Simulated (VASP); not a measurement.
# H15NO6 in VASP: further runs

H15NO6 is run at these levels: PBE+D3(BJ); tasks: single point.

Everything below comes from runs of VASP 6.6.1. Logs are shortened: lines on timing, memory, paths and dates and some standing lists are left out, and cuts for length are marked.

### 1 The cell of the first run

The cell holds an amorphous packing of atoms, 22 atoms: a = 5.596 Å, b = 5.596 Å, c = 5.596 Å, α = 90.00°, β = 90.00°, γ = 90.00°.

### 2 Single point, PBE+D3(BJ)

Contents of INCAR:

```
PREC     = Accurate       # precision mode
ENCUT    = 520            # plane-wave cutoff, eV
EDIFF    = 1E-6           # SCF threshold, eV
ISMEAR   = -1             # smearing method
SIGMA    = 0.05           # smearing width, eV
LREAL    = Auto         
LASPH    = T              # aspherical terms in the spheres
NELM     = 80             # most SCF steps
ALGO     = Normal         # electronic algorithm
ISIF     = 2              # what is computed and relaxed
LWAVE    = F              # write WAVECAR
LCHARG   = F              # write CHGCAR
GGA      = PE             # functional
IVDW     = 12             # dispersion correction
NBANDS   = 45             # bands
```

Contents of KPOINTS:

```
regular mesh
0
Gamma
  1 1 1
```

Contents of POSCAR:

```
H15NO6
1.0
    5.5955750000      0.0000000000      0.0000000000
    0.0000000000      5.5955750000      0.0000000000
    0.0000000000      0.0000000000      5.5955750000
O H N
6 15 1
Direct
    0.7914110704      0.4681377696      0.8702769599
    0.0151905747     -0.0492889471     -0.0349383218
    0.6132345648      0.7266634796      0.2419411767
    0.4435290386      0.1383235860      0.6303373648
    0.2874950296      0.3098698525      1.0727583850
    0.8457397140      0.1499577791      0.3693454203
    0.9243017920      0.4279631673      0.7775072267
    0.6415247763      0.4782529052      0.7501820635
    0.0539890896     -0.2134901239     -0.0142076552
   -0.0693405057     -0.0654803126     -0.1812146205
    0.7412643026      0.6997136130      0.1370189838
    0.4974287718      0.6771422061      0.1377159631
    0.5648213097      0.1955652458      0.7339370842
    0.5348333281      0.1568024734      0.4799864178
    0.2177256135      0.1698127538      0.9744306885
    0.4565214478      0.3141589560      0.9993432310
    0.8380550703      0.2353288089      0.2237661009
    0.8200587071     -0.0170134437      0.2948222479
    0.0780974252      0.8487957002      0.4458701742
    0.2795244457      0.7446062290      0.6473508085
    0.1322652274      0.5518646430      0.4157392225
    0.1406468504      0.6966576268      0.5346903580
```

Potentials or basis: VASP PAW PBE potentials, release 64 (O, H, N).

The run is started by

```bash
$ cat potpaw_PBE.64/O/POTCAR potpaw_PBE.64/H/POTCAR potpaw_PBE.64/N/POTCAR > POTCAR
$ mpirun -np 1 vasp_gam > vasp.out
```

OUTCAR:

```text
PREC = Accurate
   ENCUT = 520
   EDIFF = 1E-6
   ISMEAR = -1
   LREAL = Auto
   LASPH = T
   NELM = 80
   ISIF = 2
   GGA = PE
   IVDW = 12
 IVDW          = 12

 ion  position               nearest neighbor table
   1  0.791  0.468  0.870-   7 0.93   8 1.08
   2  0.015  0.951  0.965-  10 0.95   9 0.95
   3  0.613  0.727  0.242-  12 0.91  11 0.94
   4  0.444  0.138  0.630-  13 0.95  14 0.99
   5  0.287  0.310  0.073-  16 1.03  15 1.03
   6  0.846  0.150  0.369-  17 0.95  18 1.03
   7  0.924  0.428  0.778-   1 0.93
   8  0.642  0.478  0.750-   1 1.08
   9  0.054  0.787  0.986-   2 0.95
  10  0.931  0.935  0.819-   2 0.95
  11  0.741  0.700  0.137-   3 0.94
  12  0.497  0.677  0.138-   3 0.91
  13  0.565  0.196  0.734-   4 0.95
  14  0.535  0.157  0.480-   4 0.99
  15  0.218  0.170  0.974-   5 1.03
  16  0.457  0.314  0.999-   5 1.03
  17  0.838  0.235  0.224-   6 0.95
  18  0.820  0.983  0.295-   6 1.03
  19  0.078  0.849  0.446-  22 1.05
  20  0.280  0.745  0.647-  22 1.04
  21  0.132  0.552  0.416-  22 1.05
  22  0.141  0.697  0.535-  20 1.04  19 1.05  21 1.05

  LATTYP: Found a simple cubic cell.
 ALAT       =     5.5955750000

  Lattice vectors:

 A1 = (   5.5955750000,   0.0000000000,   0.0000000000)
 A2 = (   0.0000000000,   5.5955750000,   0.0000000000)
 A3 = (   0.0000000000,   0.0000000000,   5.5955750000)

Analysis of symmetry for initial positions (statically):
=====================================================================
 Subroutine PRICEL returns:
 Original cell was already a primitive cell.

 Routine SETGRP: Setting up the symmetry group for a
 simple cubic supercell.

 Subroutine GETGRP returns: Found  1 space group operations
 (whereof  1 operations were pure point group operations)
 out of a pool of 48 trial point group operations.

The static configuration has the point symmetry C_1 .

Analysis of symmetry for dynamics (positions and initial velocities):
=====================================================================
 Subroutine PRICEL returns:
 Original cell was already a primitive cell.

 Routine SETGRP: Setting up the symmetry group for a
 simple cubic supercell.

[... 119 lines left out ...]
   NELM   =     80;   NELMIN=  2; NELMDL= -5     # of ELM steps
   EDIFF  = 0.1E-05   stopping-criterion for ELM
   LREAL  =      T    real-space projection
   EDIFFG = 0.1E-04   stopping-criterion for IOM
   NSW    =      0    number of steps for IOM
   IBRION =     -1    ionic relax: 0-MD 1-quasi-New 2-CG
   NFREE  =      0    steps in history (QN), initial steepest desc. (CG)
   ISIF   =      2    stress and relaxation
   ISYM   =      2    0-nonsym 1-usesym 2-fastsym
   POTIM  = 0.5000    time-step for ionic-motion
   TEBEG  =    0.0;   TEEND  =   0.0 temperature during run
   PSTRESS=    0.0 pullay stress
   NELECT =      56.0000    total number of electrons
   NUPDOWN=      -1.0000    fix difference up-down
   EMIN   =  10.00;   EMAX   =-10.00  energy-range for DOS
   EFERMI =   0.00;   METHOD = LEGACY
   ISMEAR =    -1;   SIGMA  =   0.05  broadening in eV -4-tet -1-fermi 0-gaus
   EFERMI_NEDOS =   21; number of points for ismear=-14 and -15
   IALGO  =     38    algorithm
   IMIX   =      4    mixing-type and parameters
     AMIX     =   0.40;   BMIX     =  1.00
     AMIX_MAG =   1.60;   BMIX_MAG =  1.00
  volume/ion in A,a.u.               =       7.96        53.74
  Fermi-wavevector in a.u.,A,eV,Ry     =   1.119333  2.115233 17.046837  1.252907
  Thomas-Fermi vector in A             =   2.255972
   LORBIT       =      0    0 simple, 1 ext, 2 COOP (PROOUT), +10 PAW based schemes
   GGA     = PE    functional components
   LHFCALC =     F    Hartree Fock is set to
   AEXX    =    0.0000 exact exchange contribution
   IVDW    =    12    specifies the selected vdW correction
   LEPSILON=     F    determine dielectric tensor
   LRPA    =     F    only Hartree local field effects (RPA)
 non-spin polarized calculation
  energy-cutoff  :      520.00
  volume of cell :      175.20
 maximum number of plane-waves:      2365
 NGX is ok and might be reduce to    42
   NGX = 21   NGY = 21   NGZ = 21

 number of electron      55.9999987 magnetization

 Free energy of the ion-electron system (eV)
  ---------------------------------------------------
  ext. energy  EPLUGINS =         0.00000000
  ---------------------------------------------------
  free energy    TOTEN  =      -104.47671772 eV

  energy without entropy =     -104.47671772  energy(sigma->0) =     -104.47671772

 E-fermi :  -0.2381     XC(G=0):  -7.7954

 val. band max:       -1.4756941233   @ k =   0.0000   0.0000   0.0000
 cond. band min:       1.4946704059   @ k =   0.0000   0.0000   0.0000
 fundamental gap:      2.9703645292
 Fermi energy:        -0.2381244603

 k-point     1 :       0.0000    0.0000    0.0000
  band No.  band energies     occupation
      1     -22.6545      2.00000
      2     -22.1967      2.00000
      3     -21.8648      2.00000
      4     -21.3391      2.00000
      5     -20.9700      2.00000
      6     -20.2911      2.00000
[... 32 lines left out ...]
     39       8.3598      0.00000
     40       8.7822      0.00000
 [bands above 40 left out]

------------------------ aborting loop because EDIFF is reached ----------------------------------------

 Edisp (eV)   -0.95740

 E8    (eV) :    -0.1975

  FORCE on cell =-STRESS in cart. coord.  units (eV):
  Direction    XX          YY          ZZ          XY          YZ          ZX
  --------------------------------------------------------------------------------------
  -------------------------------------------------------------------------------------
  Total       3.36554     0.27748     3.82616    -0.36774    -0.06202    -3.35350
  in kB      30.77737     2.53752    34.98961    -3.36291    -0.56713   -30.66725
  external pressure =       22.77 kB  Pullay stress =        0.00 kB

 VOLUME and BASIS-vectors are now :
 -----------------------------------------------------------------------------
  energy-cutoff  :      520.00
  volume of cell :      175.20
      direct lattice vectors                 reciprocal lattice vectors
     5.595575000  0.000000000  0.000000000     0.178712643  0.000000000  0.000000000
     0.000000000  5.595575000  0.000000000     0.000000000  0.178712643  0.000000000
     0.000000000  0.000000000  5.595575000     0.000000000  0.000000000  0.178712643

 POSITION                                       TOTAL-FORCE (eV/Angst)
 -----------------------------------------------------------------------------------
      4.42840      2.61950      4.86970        -4.883652      0.354656     -0.226815
      0.08500      5.31977      5.40007        -0.032832      0.554162      0.621579
      3.43140      4.06610      1.35380         1.141666      1.222399      2.824978
      2.48180      0.77400      3.52710        -0.649837     -0.174835     -0.892609
      1.60870      1.73390      0.40713         1.817905     -0.658786     -1.847707
      4.73240      0.83910      2.06670        -0.432159     -2.447087      0.364503
[... 14 lines left out ...]
      0.74010      3.08800      2.32630         1.132094      0.796564      1.248145
      0.78700      3.89820      2.99190        -1.430446      0.321674     -0.739575
 -----------------------------------------------------------------------------------
    total drift:                               -0.003847      0.000032      0.000429

  FREE ENERGIE OF THE ION-ELECTRON SYSTEM (eV)
  ---------------------------------------------------
  free  energy   TOTEN  =      -105.4341168514 eV

  energy  without entropy=     -105.4341168513  energy(sigma->0) =     -105.43411685
```

stdout:

```text
POSCAR found type information on POSCAR O H N
 POSCAR found :  3 types and      22 ions
 scaLAPACK will be used
 LDA part: xc-table for (Slater+PW92), standard interpolation
 POSCAR, INCAR and KPOINTS ok, starting setup
 FFT: planning ... GRIDC
 FFT: planning ... GRID_SOFT
 FFT: planning ... GRID
 WAVECAR not read
 entering main loop
```

Run time: 14 s. Hardware: 1 thread of Intel Xeon 6975P-C (Granite Rapids), shared host; peak memory 0.24 GiB.

What came out:

* Free energy: -105.4341 eV
* Pressure: 2.3 GPa
* Largest force: 4.902 eV/Å
* Band gap on the k mesh: 2.97 eV
* Dispersion energy per atom: -0.044 eV

Forces on the atoms (eV/Å):
```
O   -4.884  0.355 -0.227
O   -0.033  0.554  0.622
O    1.142  1.222  2.825
O   -0.650 -0.175 -0.893
O    1.818 -0.659 -1.848
O   -0.432 -2.447  0.365
H    1.913 -0.227 -1.780
H    2.910  0.196  1.574
H    0.792 -1.280  0.337
H   -0.650  0.174 -1.573
H    1.995 -0.509 -1.061
H   -3.359 -0.990 -1.557
H    0.962 -0.081  1.038
H   -0.236 -0.367 -0.134
H    0.296  1.187  1.208
H   -2.058  0.140  1.379
H    0.275  1.335 -1.284
H   -0.158  1.865  1.192
H    0.814 -0.728  0.732
H   -0.157 -0.683 -1.423
H    1.132  0.797  1.248
N   -1.430  0.322 -0.740
```

Caveat: the k points lie up to 1.12 Å⁻¹ apart.

(Continued in part 2 of 2.)
